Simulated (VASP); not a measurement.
# ZnSn2N2 (P4mm) in VASP: notebook

Runs on ZnSn2N2. Level: PBE. Tasks: single point.

All numbers are computed with VASP 6.6.1; they aren't measurements. Logs are shortened: lines on timing, memory, paths and dates and some standing lists are left out, and cuts for length are marked.

**1. The cell of the first run**

It takes space group P4mm (No. 99, tetragonal). Conventional cell: a = 4.344 Å, b = 4.344 Å, c = 5.001 Å, α = 90.00°, β = 90.00°, γ = 90.00°. Within 2.6 Å of Zn (site symmetry 4mm) lie 1 N at 1.92 Å. Within 3.1 Å of Sn (site symmetry 2mm) lie 4 N at 2.27 to 2.36 Å and 2 Zn at 3.05 Å and 4 Sn at 3.07 Å. N (site symmetry 4mm) has 1 Zn at 1.92 Å and 4 Sn at 2.36 Å within 2.6 Å. Within 3.1 Å of N (site symmetry 4mm) lie 4 Sn at 2.27 Å and 4 N at 3.08 Å.

The cell was generated, and may not be a known phase.

**2. Single point, PBE**

The input, INCAR:

```
SYSTEM = ZnSn2N2
PREC = Accurate
ENCUT = 520
EDIFF = 1E-6
ISMEAR = 0
SIGMA = 0.1
LREAL = .False.
LASPH = .True.
NELM = 100
ALGO = Normal
ISIF = 2
LWAVE = .False.
LCHARG = .True.
GGA = PE
LELF = .True.
LVHAR = .True.
NBANDS = 33
```

The input, KPOINTS:

```
Automatic mesh
0
Gamma
  4 4 4
  0 0 0
```

The input, POSCAR:

```
ZnSn2N2
1.0
    4.3441879573      0.0000000000      0.0000000000
    0.0000000000      4.3441879573      0.0000000000
    0.0000000000      0.0000000000      5.0005098244
Zn Sn N
1 2 2
Direct
    0.5000000000      0.5000000000      0.5069463731
    0.5000000000      0.0000000000      0.0776146164
    0.0000000000      0.5000000000      0.0776146164
    0.5000000000      0.5000000000      0.8916225053
    0.0000000000      0.0000000000      0.9469413588
```

Potentials or basis: VASP PAW PBE potentials, release 64 (Zn, Sn_d, N).

Command:

```
$ cat potpaw_PBE.64/Zn/POTCAR potpaw_PBE.64/Sn_d/POTCAR potpaw_PBE.64/N/POTCAR > POTCAR
$ mpirun -np 1 vasp_std > vasp.out
```

OUTCAR:

```text
SYSTEM = ZnSn2N2
   PREC = Accurate
   ENCUT = 520
   EDIFF = 1E-6
   ISMEAR = 0
   LREAL = .False.
   LASPH = .True.
   NELM = 100
   ISIF = 2
   GGA = PE

 ion  position               nearest neighbor table
   1  0.500  0.500  0.507-   4 1.92   3 3.05   2 3.05   2 3.05   3 3.05
   2  0.500  0.000  0.078-   5 2.27   5 2.27   4 2.36   4 2.36   1 3.05   1 3.05   3 3.07   3 3.07
                             3 3.07   3 3.07
   3  0.000  0.500  0.078-   5 2.27   5 2.27   4 2.36   4 2.36   1 3.05   1 3.05   2 3.07   2 3.07
                             2 3.07   2 3.07
   4  0.500  0.500  0.892-   1 1.92   2 2.36   3 2.36   2 2.36   3 2.36
   5  0.000  0.000  0.947-   2 2.27   3 2.27   3 2.27   2 2.27

  LATTYP: Found a simple tetragonal cell.
 ALAT       =     4.3441879573
 C/A-ratio  =     1.1510804490

  Lattice vectors:

 A1 = (   4.3441879573,   0.0000000000,   0.0000000000)
 A2 = (   0.0000000000,   4.3441879573,   0.0000000000)
 A3 = (   0.0000000000,   0.0000000000,   5.0005098244)

Analysis of symmetry for initial positions (statically):
=====================================================================
 Subroutine PRICEL returns:
 Original cell was already a primitive cell.

 Routine SETGRP: Setting up the symmetry group for a
 simple tetragonal supercell.

 Subroutine GETGRP returns: Found  8 space group operations
 (whereof  8 operations were pure point group operations)
 out of a pool of 16 trial point group operations.

The static configuration has the point symmetry C_4v.

Analysis of symmetry for dynamics (positions and initial velocities):
=====================================================================
 Subroutine PRICEL returns:
 Original cell was already a primitive cell.

 Routine SETGRP: Setting up the symmetry group for a
 simple tetragonal supercell.

 Subroutine GETGRP returns: Found  8 space group operations
 (whereof  8 operations were pure point group operations)
 out of a pool of 16 trial point group operations.

The dynamic configuration has the point symmetry C_4v.

 Subroutine INISYM returns: Found  8 space group operations
 (whereof  8 operations are pure point group operations),
 and found     1 'primitive' translations

----------------------------------------------------------------------------------------

                                     Primitive cell

  volume of cell :      94.3695

  direct lattice vectors                    reciprocal lattice vectors
     4.344187957  0.000000000  0.000000000     0.230192618  0.000000000  0.000000000
     0.000000000  4.344187957  0.000000000     0.000000000  0.230192618  0.000000000
     0.000000000  0.000000000  5.000509824     0.000000000  0.000000000  0.199979609

  length of vectors
     4.344187957  4.344187957  5.000509824     0.230192618  0.230192618  0.199979609

  position of ions in fractional coordinates (direct lattice)
     0.500000000  0.500000000  0.506946373
     0.500000000  0.000000000  0.077614616
     0.000000000  0.500000000  0.077614616
     0.500000000  0.500000000  0.891622505
     0.000000000  0.000000000  0.946941359

  ion indices of the primitive-cell ions
   primitive index   ion index
                 1           1
                 2           2
                 3           3
                 4           4
                 5           5

----------------------------------------------------------------------------------------

 KPOINTS: Automatic mesh

Automatic generation of k-mesh.
 Grid dimensions read from file:
 generate k-points for:    4    4    4

 Generating k-lattice:

  Cartesian coordinates                     Fractional coordinates (reciprocal lattice)
     0.057548155  0.000000000  0.000000000     0.250000000  0.000000000  0.000000000
     0.000000000  0.057548155  0.000000000     0.000000000  0.250000000  0.000000000
     0.000000000  0.000000000  0.049994902     0.000000000  0.000000000  0.250000000

  Length of vectors
     0.057548155  0.057548155  0.049994902

  Shift w.r.t. Gamma in fractional coordinates (k-lattice)
     0.000000000  0.000000000  0.000000000

 Subroutine IBZKPT returns following result:
 ===========================================

 Found     18 irreducible k-points:

 Following reciprocal coordinates:
            Coordinates               Weight
  0.000000  0.000000  0.000000      1.000000
  0.250000  0.000000  0.000000      4.000000
  0.500000  0.000000  0.000000      2.000000
  0.250000  0.250000  0.000000      4.000000
  0.500000  0.250000  0.000000      4.000000
  0.500000  0.500000  0.000000      1.000000
[... 10 lines left out ...]
  0.500000  0.250000  0.500000      4.000000
  0.500000  0.500000  0.500000      1.000000
   k-points           NKPTS =     18   k-points in BZ     NKDIM =     18   number of bands    NBANDS=     33
   number of dos      NEDOS =    301   number of ions     NIONS =      5
   total plane-waves  NPLWV =  40960
   dimension x,y,z NGX =    32 NGY =   32 NGZ =   40
   dimension x,y,z NGXF=    64 NGYF=   64 NGZF=   80
   ions per type =               1   2   2
   NGX,Y,Z   is equivalent  to a cutoff of  12.25, 12.25, 13.30 a.u.
   NGXF,Y,Z  is equivalent  to a cutoff of  24.49, 24.49, 26.60 a.u.
 SYSTEM =  ZnSn2N2
   PREC   = accura    normal or accurate (medium, high low for compatibility)
   ISTART =      0    job   : 0-new  1-cont  2-samecut
   ICHARG =      2    charge: 1-file 2-atom 10-const
   ISPIN  =      1    spin polarized calculation?
   LNONCOLLINEAR =      F non collinear calculations
   LSORBIT =      F    spin-orbit coupling
   LASPH  =      T    aspherical Exc in radial PAW
   ENCUT  =  520.0 eV  38.22 Ry    6.18 a.u.   8.08  8.08  9.30*2*pi/ulx,y,z
   NELM   =    100;   NELMIN=  2; NELMDL= -5     # of ELM steps
   EDIFF  = 0.1E-05   stopping-criterion for ELM
   LREAL  =      F    real-space projection
   EDIFFG = 0.1E-04   stopping-criterion for IOM
   NSW    =      0    number of steps for IOM
   IBRION =     -1    ionic relax: 0-MD 1-quasi-New 2-CG
   NFREE  =      0    steps in history (QN), initial steepest desc. (CG)
   ISIF   =      2    stress and relaxation
   ISYM   =      2    0-nonsym 1-usesym 2-fastsym
   POTIM  = 0.5000    time-step for ionic-motion
   TEBEG  =    0.0;   TEEND  =   0.0 temperature during run
   PSTRESS=    0.0 pullay stress
   NELECT =      50.0000    total number of electrons
   NUPDOWN=      -1.0000    fix difference up-down
   EMIN   =  10.00;   EMAX   =-10.00  energy-range for DOS
   EFERMI =   0.00;   METHOD = LEGACY
   ISMEAR =     0;   SIGMA  =   0.10  broadening in eV -4-tet -1-fermi 0-gaus
   EFERMI_NEDOS =   21; number of points for ismear=-14 and -15
   IALGO  =     38    algorithm
   IMIX   =      4    mixing-type and parameters
     AMIX     =   0.40;   BMIX     =  1.00
     AMIX_MAG =   1.60;   BMIX_MAG =  1.00
  volume/ion in A,a.u.               =      18.87       127.37
  Fermi-wavevector in a.u.,A,eV,Ry     =   1.324711  2.503340 23.876294  1.754858
  Thomas-Fermi vector in A             =   2.454225
   LORBIT       =      0    0 simple, 1 ext, 2 COOP (PROOUT), +10 PAW based schemes
   GGA     = PE    functional components
   LHFCALC =     F    Hartree Fock is set to
   AEXX    =    0.0000 exact exchange contribution
   IVDW    =     0    specifies the selected vdW correction
   LEPSILON=     F    determine dielectric tensor
   LRPA    =     F    only Hartree local field effects (RPA)
 non-spin polarized calculation
 Gauss-broadening in eV      SIGMA  =   0.10
  energy-cutoff  :      520.00
  volume of cell :       94.37
 maximum number of plane-waves:      2560
   NGX = 17   NGY = 17   NGZ = 19

 number of electron      50.0000005 magnetization

 Free energy of the ion-electron system (eV)
  ---------------------------------------------------
  ext. energy  EPLUGINS =         0.00000000
  ---------------------------------------------------
  free energy    TOTEN  =       -22.37120551 eV

  energy without entropy =      -22.36450879  energy(sigma->0) =      -22.36785715

 E-fermi :   4.9642     XC(G=0):  -9.9144

 val. band max:        4.9616957463   @ k =   0.5000   0.0000   0.2500
 cond. band min:       5.0471330174   @ k =   0.0000   0.0000   0.5000
 fundamental gap:      0.0854372711
 Fermi energy:         4.9641824608

 k-point     1 :       0.0000    0.0000    0.0000
  band No.  band energies     occupation
      1     -16.5499      2.00000
      2     -16.4998      2.00000
      3     -16.4155      2.00000
      4     -16.3084      2.00000
      5     -16.3084      2.00000
      6     -16.1759      2.00000
[... 25 lines left out ...]
     32      11.2912      0.00000
     33      11.2912      0.00000

 k-point     2 :       0.2500    0.0000    0.0000
  band No.  band energies     occupation
      1     -16.4736      2.00000
      2     -16.4321      2.00000
      3     -16.3720      2.00000
      4     -16.2989      2.00000
      5     -16.2946      2.00000
      6     -16.2004      2.00000
[... 25 lines left out ...]
     32      11.5732      0.00000
     33      12.0777      0.00000

 k-point     3 :       0.5000    0.0000    0.0000
  band No.  band energies     occupation
      1     -16.3385      2.00000
      2     -16.3176      2.00000
      3     -16.2781      2.00000
      4     -16.2733      2.00000
      5     -16.2695      2.00000
      6     -16.2620      2.00000
[... 25 lines left out ...]
     32      11.2491      0.00000
     33      11.3678      0.00000

 k-point     4 :       0.2500    0.2500    0.0000
  band No.  band energies     occupation
      1     -16.4389      2.00000
      2     -16.4151      2.00000
      3     -16.3298      2.00000
      4     -16.2882      2.00000
      5     -16.2609      2.00000
      6     -16.2441      2.00000
[... 457 lines left out ...]
     32      12.3711      0.00000
     33      12.8992      0.00000

 k-point    17 :       0.5000    0.2500    0.5000
  band No.  band energies     occupation
      1     -16.3762      2.00000
      2     -16.3694      2.00000
      3     -16.3552      2.00000
      4     -16.3006      2.00000
      5     -16.2619      2.00000
      6     -16.2532      2.00000
[... 25 lines left out ...]
     32      12.1178      0.00000
     33      12.8792      0.00000

 k-point    18 :       0.5000    0.5000    0.5000
  band No.  band energies     occupation
      1     -16.4105      2.00000
      2     -16.4105      2.00000
      3     -16.3876      2.00000
      4     -16.3083      2.00000
      5     -16.2460      2.00000
      6     -16.2460      2.00000
[... 25 lines left out ...]
     32      13.4507      0.00000
     33      13.6846      0.00000

------------------------ aborting loop because EDIFF is reached ----------------------------------------

  FORCE on cell =-STRESS in cart. coord.  units (eV):
  Direction    XX          YY          ZZ          XY          YZ          ZX
  --------------------------------------------------------------------------------------
  -------------------------------------------------------------------------------------
  Total        0.0696022      0.0696022      0.0245010      0.0000000     -0.0000000      0.0000000
  in kB        1.1816864      1.1816864      0.4159704      0.0000000     -0.0000000      0.0000000
  external PRESSURE =       0.9264478 kB  Pullay stress =       0.0000000 kB

 VOLUME and BASIS-vectors are now :
 -----------------------------------------------------------------------------
  energy-cutoff  :      520.00
  volume of cell :       94.37
      direct lattice vectors                 reciprocal lattice vectors
     4.344187957  0.000000000  0.000000000     0.230192618  0.000000000  0.000000000
     0.000000000  4.344187957  0.000000000     0.000000000  0.230192618  0.000000000
     0.000000000  0.000000000  5.000509824     0.000000000  0.000000000  0.199979609

 POSITION                                       TOTAL-FORCE (eV/Angst)
 -----------------------------------------------------------------------------------
      2.17209      2.17209      2.53499         0.000000     -0.000000     -0.067892
      2.17209      0.00000      0.38811         0.000000      0.000000     -0.002884
      0.00000      2.17209      0.38811         0.000000      0.000000     -0.002884
      2.17209      2.17209      4.45857         0.000000      0.000000      0.074452
      0.00000      0.00000      4.73519         0.000000      0.000000     -0.000792
 -----------------------------------------------------------------------------------
    total drift:                                0.000000      0.000000      0.000262

  FREE ENERGIE OF THE ION-ELECTRON SYSTEM (eV)
  ---------------------------------------------------
  free  energy   TOTEN  =       -22.3712055107 eV

  energy  without entropy=      -22.3645087949  energy(sigma->0) =      -22.36785715
```

Run time: 65 s. Hardware: 1 thread of Oxide Virtual Turin-like, shared host; peak memory 0.18 GiB.

What came out:

```
Free energy            : -22.3712 eV
Pressure               : 0.1 GPa
Largest force          : 0.074 eV/Å
Band gap on the k mesh : zero (bands 25 and 26 overlap by 0.56 eV)
```

Forces in eV/Å, atoms in the order of the input:
```
Zn   0.000  0.000 -0.068
Sn   0.000  0.000 -0.003
Sn   0.000  0.000 -0.003
N    0.000  0.000  0.074
N    0.000  0.000 -0.001
```

Stress tensor (GPa, compression positive):
```
0.12 0.00 0.00
0.00 0.12 0.00
0.00 0.00 0.04
```

Levels at points of the mesh, in eV from the Fermi level:
```csv
k point,band 23,band 24,band 25,band 26,band 27,band 28
"(0.00, 0.00, 0.00)",-1.93,-1.93,-1.18,0.80,3.64,3.64
"(0.50, 0.00, 0.00)",-2.56,-2.49,-0.10,2.32,2.87,4.15
"(0.50, 0.50, 0.00)",-1.04,-1.04,-0.56,-0.56,2.43,3.79
"(0.00, 0.00, 0.50)",-1.85,-1.85,-0.88,0.08,2.20,2.20
"(0.50, 0.00, 0.50)",-3.39,-0.51,0.00,2.51,2.78,3.15
"(0.50, 0.50, 0.50)",-2.24,-0.45,-0.45,0.81,3.32,3.40
```

Caveat: the k points lie up to 0.36 Å⁻¹ apart, too coarse for converged energies and pressures of a metal; spin-orbit coupling is left out, which moves the levels of the heavy elements.

(Continued in part 2 of 2.)

The gap in the log of VASP goes by the Fermi energy; the results here count the filled bands.